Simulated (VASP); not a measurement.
# Al2Cu (I4/mcm) in VASP: a series of runs

Al2Cu is run at these levels: PBE; tasks: single point.

All numbers are computed with VASP 6.6.1; they aren't measurements. Logs are shortened: lines on timing, memory, paths and dates and some standing lists are left out, and cuts for length are marked.

**1. The cell of the first run**

It takes space group I4/mcm (No. 140, tetragonal). Conventional cell: a = 6.052 Å, b = 6.052 Å, c = 4.638 Å, α = 90.00°, β = 90.00°, γ = 90.00°. Within 3.4 Å of Al (site symmetry m2m) lie 4 Cu at 2.56 Å and 11 Al at 2.72 to 3.22 Å. Within 3.1 Å of Cu (site symmetry 422) lie 2 Cu at 2.32 Å and 8 Al at 2.56 Å.

**2. Single point, PBE**

The input, INCAR:

```
SYSTEM = Al2Cu
PREC = Accurate
ENCUT = 520
EDIFF = 1E-6
ISMEAR = 0
SIGMA = 0.15
LREAL = .False.
LASPH = .True.
NELM = 100
ALGO = Fast
ISIF = 2
LWAVE = .False.
LCHARG = .False.
GGA = PE
NBANDS = 26
```

The input, KPOINTS:

```
Automatic mesh
0
Gamma
  10 10 10
  0 0 0
```

The input, POSCAR:

```
Al2Cu
1.0
   -3.0261521191      3.0261521191      2.3192000000
    3.0261521191     -3.0261521191      2.3192000000
    3.0261521191      3.0261521191     -2.3192000000
Al Cu
4 2
Direct
    0.1587211657      0.6587211657      0.8174423314
    0.6587211657      0.8412788343      0.5000000000
    0.8412788343      0.3412788343      0.1825576686
    0.3412788343      0.1587211657      0.5000000000
    0.7500000000      0.7500000000      0.0000000000
    0.2500000000      0.2500000000      0.0000000000
```

Potentials or basis: VASP PAW PBE potentials, release 64 (Al, Cu).

The run is started by

```console
$ cat potpaw_PBE.64/Al/POTCAR potpaw_PBE.64/Cu/POTCAR > POTCAR
$ mpirun -np 1 vasp_std > vasp.out
```

OUTCAR:

```text
SYSTEM = Al2Cu
   PREC = Accurate
   ENCUT = 520
   EDIFF = 1E-6
   ISMEAR = 0
   LREAL = .False.
   LASPH = .True.
   NELM = 100
   ISIF = 2
   GGA = PE

 ion  position               nearest neighbor table
   1  0.159  0.659  0.817-   5 2.56   6 2.56   5 2.56   6 2.56   3 2.72   3 2.80   3 2.80   2 3.01
                             4 3.01   4 3.01   2 3.01   4 3.22   2 3.22   2 3.22   4 3.22
   2  0.659  0.841  0.500-   6 2.56   5 2.56   5 2.56   6 2.56   4 2.72   4 2.80   4 2.80   1 3.01
                             3 3.01   1 3.01   3 3.01   1 3.22   3 3.22   1 3.22   3 3.22
   3  0.841  0.341  0.183-   5 2.56   6 2.56   5 2.56   6 2.56   1 2.72   1 2.80   1 2.80   4 3.01
                             2 3.01   2 3.01   4 3.01   2 3.22   4 3.22   4 3.22   2 3.22
   4  0.341  0.159  0.500-   5 2.56   6 2.56   6 2.56   5 2.56   2 2.72   2 2.80   2 2.80   1 3.01
                             3 3.01   1 3.01   3 3.01   1 3.22   3 3.22   3 3.22   1 3.22
   5  0.750  0.750  0.000-   6 2.32   6 2.32   1 2.56   2 2.56   3 2.56   4 2.56   2 2.56   4 2.56
                             1 2.56   3 2.56
   6  0.250  0.250  0.000-   5 2.32   5 2.32   1 2.56   3 2.56   4 2.56   3 2.56   4 2.56   1 2.56
                             2 2.56   2 2.56

  LATTYP: Found a body centered tetragonal cell.
 ALAT       =     6.0523042382
 C/A-ratio  =     0.7663857958

  Lattice vectors:

 A1 = (  -3.0261521191,   3.0261521191,   2.3192000000)
 A2 = (   3.0261521191,  -3.0261521191,   2.3192000000)
 A3 = (   3.0261521191,   3.0261521191,  -2.3192000000)

Analysis of symmetry for initial positions (statically):
=====================================================================
 Subroutine PRICEL returns:
 Original cell was already a primitive cell.

 Routine SETGRP: Setting up the symmetry group for a
 body centered tetragonal supercell.

 Subroutine GETGRP returns: Found 16 space group operations
 (whereof  8 operations were pure point group operations)
 out of a pool of 16 trial point group operations.

The static configuration has the point symmetry C_4h.
 The point group associated with its full space group is D_4h.

Analysis of symmetry for dynamics (positions and initial velocities):
=====================================================================
 Subroutine PRICEL returns:
 Original cell was already a primitive cell.

 Routine SETGRP: Setting up the symmetry group for a
 body centered tetragonal supercell.

 Subroutine GETGRP returns: Found 16 space group operations
 (whereof  8 operations were pure point group operations)
 out of a pool of 16 trial point group operations.

The dynamic configuration has the point symmetry C_4h.
 The point group associated with its full space group is D_4h.

 Subroutine INISYM returns: Found 16 space group operations
 (whereof  8 operations are pure point group operations),
 and found     1 'primitive' translations

----------------------------------------------------------------------------------------

                                     Primitive cell

  volume of cell :      84.9532

  direct lattice vectors                    reciprocal lattice vectors
    -3.026152119  3.026152119  2.319200000     0.000000000  0.165226327  0.215591583
     3.026152119 -3.026152119  2.319200000     0.165226327  0.000000000  0.215591583
     3.026152119  3.026152119 -2.319200000     0.165226327  0.165226327  0.000000000

  length of vectors
     4.867636175  4.867636175  4.867636175     0.271623765  0.271623765  0.233665313

  position of ions in fractional coordinates (direct lattice)
     0.158721166  0.658721166  0.817442331
     0.658721166  0.841278834  0.500000000
     0.841278834  0.341278834  0.182557669
     0.341278834  0.158721166  0.500000000
     0.750000000  0.750000000  0.000000000
     0.250000000  0.250000000  0.000000000

  ion indices of the primitive-cell ions
   primitive index   ion index
                 1           1
                 2           2
                 3           3
                 4           4
                 5           5
                 6           6

----------------------------------------------------------------------------------------

 KPOINTS: Automatic mesh

Automatic generation of k-mesh.
 Grid dimensions read from file:
 generate k-points for:   10   10   10

 Generating k-lattice:

  Cartesian coordinates                     Fractional coordinates (reciprocal lattice)
     0.000000000  0.016522633  0.021559158     0.100000000  0.000000000  0.000000000
     0.016522633  0.000000000  0.021559158     0.000000000  0.100000000  0.000000000
     0.016522633  0.016522633  0.000000000     0.000000000  0.000000000  0.100000000

  Length of vectors
     0.027162377  0.027162377  0.023366531

  Shift w.r.t. Gamma in fractional coordinates (k-lattice)
     0.000000000  0.000000000  0.000000000

 Subroutine IBZKPT returns following result:
 ===========================================

 Found    102 irreducible k-points:

 Following reciprocal coordinates:
            Coordinates               Weight
  0.000000  0.000000  0.000000      1.000000
  0.100000  0.000000 -0.000000      8.000000
  0.200000  0.000000 -0.000000      8.000000
  0.300000  0.000000 -0.000000      8.000000
  0.400000  0.000000 -0.000000      8.000000
  0.500000  0.000000 -0.000000      4.000000
[... 16 lines left out ...]
  0.300000  0.300000 -0.000000      8.000000
  0.400000  0.300000 -0.000000     16.000000
 [... further k-points ...]
   k-points           NKPTS =    102   k-points in BZ     NKDIM =    102   number of bands    NBANDS=     26
   number of dos      NEDOS =    301   number of ions     NIONS =      6
   total plane-waves  NPLWV =  46656
   dimension x,y,z NGX =    36 NGY =   36 NGZ =   36
   dimension x,y,z NGXF=    72 NGYF=   72 NGZF=   72
   ions per type =               4   2
   NGX,Y,Z   is equivalent  to a cutoff of  12.30, 12.30, 12.30 a.u.
   NGXF,Y,Z  is equivalent  to a cutoff of  24.59, 24.59, 24.59 a.u.
 SYSTEM =  Al2Cu
   PREC   = accura    normal or accurate (medium, high low for compatibility)
   ISTART =      0    job   : 0-new  1-cont  2-samecut
   ICHARG =      2    charge: 1-file 2-atom 10-const
   ISPIN  =      1    spin polarized calculation?
   LNONCOLLINEAR =      F non collinear calculations
   LSORBIT =      F    spin-orbit coupling
   LASPH  =      T    aspherical Exc in radial PAW
   ENCUT  =  520.0 eV  38.22 Ry    6.18 a.u.   9.05  9.05  9.05*2*pi/ulx,y,z
   NELM   =    100;   NELMIN=  2; NELMDL= -5     # of ELM steps
   EDIFF  = 0.1E-05   stopping-criterion for ELM
   LREAL  =      F    real-space projection
   EDIFFG = 0.1E-04   stopping-criterion for IOM
   NSW    =      0    number of steps for IOM
   IBRION =     -1    ionic relax: 0-MD 1-quasi-New 2-CG
   NFREE  =      0    steps in history (QN), initial steepest desc. (CG)
   ISIF   =      2    stress and relaxation
   ISYM   =      2    0-nonsym 1-usesym 2-fastsym
   POTIM  = 0.5000    time-step for ionic-motion
   TEBEG  =    0.0;   TEEND  =   0.0 temperature during run
   PSTRESS=    0.0 pullay stress
   NELECT =      34.0000    total number of electrons
   NUPDOWN=      -1.0000    fix difference up-down
   EMIN   =  10.00;   EMAX   =-10.00  energy-range for DOS
   EFERMI =   0.00;   METHOD = LEGACY
   ISMEAR =     0;   SIGMA  =   0.15  broadening in eV -4-tet -1-fermi 0-gaus
   EFERMI_NEDOS =   21; number of points for ismear=-14 and -15
   IALGO  =     68    algorithm
   IMIX   =      4    mixing-type and parameters
     AMIX     =   0.40;   BMIX     =  1.00
     AMIX_MAG =   1.60;   BMIX_MAG =  1.00
  volume/ion in A,a.u.               =      14.16        95.55
  Fermi-wavevector in a.u.,A,eV,Ry     =   1.206446  2.279852 19.803444  1.455512
  Thomas-Fermi vector in A             =   2.342113
   LORBIT       =      0    0 simple, 1 ext, 2 COOP (PROOUT), +10 PAW based schemes
   GGA     = PE    functional components
   LHFCALC =     F    Hartree Fock is set to
   AEXX    =    0.0000 exact exchange contribution
   IVDW    =     0    specifies the selected vdW correction
   LEPSILON=     F    determine dielectric tensor
   LRPA    =     F    only Hartree local field effects (RPA)
 non-spin polarized calculation
 RMM-DIIS sequential band-by-band and
 Gauss-broadening in eV      SIGMA  =   0.15
  energy-cutoff  :      520.00
  volume of cell :       84.95
 maximum number of plane-waves:      2336
   NGX = 19   NGY = 19   NGZ = 19

 number of electron      33.9999995 magnetization

 Free energy of the ion-electron system (eV)
  ---------------------------------------------------
  ext. energy  EPLUGINS =         0.00000000
  ---------------------------------------------------
  free energy    TOTEN  =       -23.23649604 eV

  energy without entropy =      -23.21559049  energy(sigma->0) =      -23.22604326

 E-fermi :   8.6513     XC(G=0): -11.0723

 val. band max:        8.6482597428   @ k =   0.3000   0.0000  -0.0000
 cond. band min:       8.6521295743   @ k =  -0.4000  -0.4000   0.2000
 fundamental gap:      0.0038698316
 Fermi energy:         8.6512503944

 k-point     1 :       0.0000    0.0000    0.0000
  band No.  band energies     occupation
      1      -2.5640      2.00000
      2       2.9275      2.00000
      3       3.0681      2.00000
      4       3.2025      2.00000
      5       3.2025      2.00000
      6       4.1345      2.00000
[... 18 lines left out ...]
     25      13.4970      0.00000
     26      14.1901      0.00000

 k-point     2 :       0.1000    0.0000   -0.0000
  band No.  band energies     occupation
      1      -2.4527      2.00000
      2       2.9178      2.00000
      3       3.1007      2.00000
      4       3.1857      2.00000
      5       3.1996      2.00000
      6       4.1146      2.00000
[... 18 lines left out ...]
     25      13.6255      0.00000
     26      14.3705      0.00000

 k-point     3 :       0.2000    0.0000   -0.0000
  band No.  band energies     occupation
      1      -2.1199      2.00000
      2       2.9001      2.00000
      3       3.0343      2.00000
      4       3.1856      2.00000
      5       3.1927      2.00000
      6       4.0354      2.00000
[... 18 lines left out ...]
     25      14.0732      0.00000
     26      14.5750      0.00000

 k-point     4 :       0.3000    0.0000   -0.0000
  band No.  band energies     occupation
      1      -1.5701      2.00000
      2       2.3502      2.00000
      3       2.9002      2.00000
      4       3.1562      2.00000
      5       3.3104      2.00000
      6       3.9575      2.00000
[... 18 lines left out ...]
     25      14.8754      0.00000
     26      16.0092      0.00000

 k-point     5 :       0.4000    0.0000   -0.0000
  band No.  band energies     occupation
      1      -0.8119      2.00000
      2       1.2375      2.00000
      3       2.9386      2.00000
      4       3.0959      2.00000
      5       3.4277      2.00000
      6       3.7859      2.00000
[... 18 lines left out ...]
     25      15.3378      0.00000
     26      15.6102      0.00000

 k-point     6 :       0.5000    0.0000   -0.0000
  band No.  band energies     occupation
      1       0.1376      2.00000
      2       0.1376      2.00000
      3       3.0132      2.00000
      4       3.0132      2.00000
      5       3.5738      2.00000
      6       3.5738      2.00000
[... 427 lines left out ...]
 k-point    21 :      -0.3000    0.2000   -0.0000
  band No.  band energies     occupation
      1      -1.9632      2.00000
      2       1.7864      2.00000
      3       3.0863      2.00000
      4       3.1445      2.00000
      5       3.3227      2.00000
      6       3.8748      2.00000
[... 18 lines left out ...]
     25      13.2877      0.00000
     26      16.8399      0.00000

 k-point    22 :      -0.2000    0.2000    0.0000
  band No.  band energies     occupation
      1      -2.2365      2.00000
      2       2.1597      2.00000
      3       3.0911      2.00000
      4       3.1513      2.00000
      5       3.2919      2.00000
      6       3.9727      2.00000
[... 18 lines left out ...]
     25      11.8520      0.00000
     26      16.9249      0.00000

 k-point    23 :       0.3000    0.3000   -0.0000
  band No.  band energies     occupation
      1       0.5842      2.00000
      2       0.7886      2.00000
      3       0.8097      2.00000
      4       3.0002      2.00000
      5       3.7679      2.00000
      6       3.7758      2.00000
[... 18 lines left out ...]
     25      15.3224      0.00000
     26      16.7827      0.00000

 k-point    24 :       0.4000    0.3000   -0.0000
  band No.  band energies     occupation
      1      -0.1487      2.00000
      2       0.6166      2.00000
      3       1.6293      2.00000
      4       3.1329      2.00000
      5       3.5314      2.00000
      6       3.7302      2.00000
[... 18 lines left out ...]
     25      15.3013      0.00000
     26      15.6634      0.00000

 [... further k-points ...]
[... 5 lines left out ...]
  --------------------------------------------------------------------------------------
  -------------------------------------------------------------------------------------
  Total        1.6114366      1.6114366      6.1817016      0.0000000     -0.0000000      0.0000000
  in kB       30.3909369     30.3909369    116.5839906      0.0000000     -0.0000000      0.0000000
  external PRESSURE =      59.1219548 kB  Pullay stress =       0.0000000 kB

 VOLUME and BASIS-vectors are now :
 -----------------------------------------------------------------------------
  energy-cutoff  :      520.00
  volume of cell :       84.95
      direct lattice vectors                 reciprocal lattice vectors
    -3.026152119  3.026152119  2.319200000     0.000000000  0.165226327  0.215591583
     3.026152119 -3.026152119  2.319200000     0.165226327  0.000000000  0.215591583
     3.026152119  3.026152119 -2.319200000     0.165226327  0.165226327  0.000000000

 POSITION                                       TOTAL-FORCE (eV/Angst)
 -----------------------------------------------------------------------------------
      3.98678      0.96063      0.00000        -0.137033     -0.137033      0.000000
      2.06552      0.96063      2.31920         0.137033     -0.137033     -0.000000
     -0.96063      2.06552      2.31920         0.137033      0.137033     -0.000000
      0.96063      2.06552      0.00000        -0.137033      0.137033     -0.000000
      0.00000      0.00000      3.47880         0.000000     -0.000000     -0.000000
      0.00000      0.00000      1.15960        -0.000000     -0.000000     -0.000000
 -----------------------------------------------------------------------------------
    total drift:                                0.000000     -0.000000      0.000000

  FREE ENERGIE OF THE ION-ELECTRON SYSTEM (eV)
  ---------------------------------------------------
  free  energy   TOTEN  =       -23.2364960388 eV

  energy  without entropy=      -23.2155904878  energy(sigma->0) =      -23.22604326
```

Wall time 2.5 min (1 thread of Intel Xeon Platinum 8559C (Emerald Rapids), shared host); peak memory 0.33 GiB.

Results:

- Free energy: -23.2365 eV
- Pressure: 5.9 GPa
- Largest force: 0.194 eV/Å
- Band gap on the k mesh: zero (band 17 reaches 11.46 eV, above the bottom of band 18 at 6.58 eV)

Forces on the atoms (eV/Å):
```
Al  -0.137 -0.137  0.000
Al   0.137 -0.137  0.000
Al   0.137  0.137  0.000
Al  -0.137  0.137  0.000
Cu   0.000  0.000  0.000
Cu   0.000  0.000  0.000
```

Levels at points of the mesh, in eV from the Fermi level:
```
           k point  band 15  band 16  band 17  band 18  band 19  band 20
(0.00, 0.00, 0.00)    -1.22    -1.22    -1.19    -1.08    -0.03    -0.03
(0.50, 0.00, 0.00)    -2.79    -2.79    -0.01    -0.01     3.78     3.78
(0.50, 0.50, 0.00)    -1.90    -1.70    -0.74    -0.49     0.42     0.89
(0.50, 0.50, 0.50)    -3.30    -1.76     2.81     2.96     2.96     3.21
```

(Continued in part 2 of 2.)
